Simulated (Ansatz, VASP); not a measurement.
**One calculation of BiP, two programs**

POSCAR

```
BiP
1.0
    3.5737580947      0.0000000000      0.0000000000
    0.0000000000      3.5737580947      0.0000000000
    0.0000000000      0.0000000000      3.5737580947
Bi P
1 1
Direct
    0.0000000000      0.0000000000      0.0000000000
    0.5000000000      0.5000000000      0.5000000000
```

Contents of INCAR.step1:

```
SYSTEM = BiP
PREC     = Accurate       ! precision mode
ENCUT    = 520            ! plane-wave cutoff, eV
ISMEAR   = -4             ! smearing method
SIGMA    = 0.1            ! smearing width, eV
LREAL    = .FALSE.        ! projectors in reciprocal space
LASPH    = .TRUE.         ! aspherical terms in the spheres
NELM     = 60             ! most SCF steps
NBANDS   = 17             ! bands
GGA      = PE             ! functional
ALGO     = Normal         ! electronic algorithm
EDIFF    = 1E-4           ! SCF threshold, eV
LWAVE    = .TRUE.         ! write WAVECAR
LCHARG   = .FALSE.        ! write CHGCAR
```

Contents of INCAR.step2:

```
SYSTEM = BiP
PREC     = Accurate       ! precision mode
ENCUT    = 520            ! plane-wave cutoff, eV
EDIFF    = 1E-7           ! SCF threshold, eV
ISMEAR   = -4             ! smearing method
SIGMA    = 0.1            ! smearing width, eV
LREAL    = .FALSE.        ! projectors in reciprocal space
LASPH    = .TRUE.         ! aspherical terms in the spheres
NELM     = 60             ! most SCF steps
ALGO     = Normal         ! electronic algorithm
ISIF     = 2              ! what is computed and relaxed
LWAVE    = .FALSE.        ! write WAVECAR
LCHARG   = .TRUE.         ! write CHGCAR
METAGGA  = R2SCAN         ! meta-GGA
LMIXTAU  = .TRUE.       
LELF     = .TRUE.         ! ELF
LVHAR    = .TRUE.       
NBANDS   = 17             ! bands
ISTART   = 1
```

Contents of KPOINTS:

```
regular mesh
0
G
  10 10 10
  0 0 0
```

Input for Ansatz:

```yaml
crystal:
  lattice:
    - [3.5737580947, 0.0, 0.0]
    - [0.0, 3.5737580947, 0.0]
    - [0.0, 0.0, 3.5737580947]
  atoms:
    - { symbol: Bi, position: [0.0, 0.0, 0.0] }
    - { symbol: P, position: [0.5, 0.5, 0.5] }
basis:
  ecutwfc: 500
  ecutrho_ratio: 4
kpoints:
  mp_grid: { grid: [10, 10, 10] }
hamiltonian:
  xc: r2scan
scf:
  occupations: { method: tetrahedron_uncorrected }
  convergence: { dr2_threshold: 1.0e-08 }
output:
  forces: true
  stress: true
```

Alike in both runs: task single point; functional r2SCAN; k mesh 10 × 10 × 10; no spin polarisation.

```csv
,VASP,Ansatz
version,VASP 6.6.1,Ansatz 0.2.0
potentials or method,"VASP PAW PBE potentials, release 64 (Bi_d, P), cutoff 520 eV","scalar-relativistic, plane waves, PAW"
occupations,tetrahedron,tetrahedron-uncorrected
valence electrons in the cell,20,20
```

```csv
,VASP,Ansatz,Ansatz less VASP
gap on the k mesh at the Fermi level (eV),none,none,-
pressure (GPa),0.8,0.8,+0.01
```

VASP's potentials were made for PBE, not for r2SCAN. A gap of «none» marks a metal or a gap that the smearing closes. Ansatz's warnings: band table not solved further, stress scf threshold loose.

Neither program's run includes spin-orbit coupling.
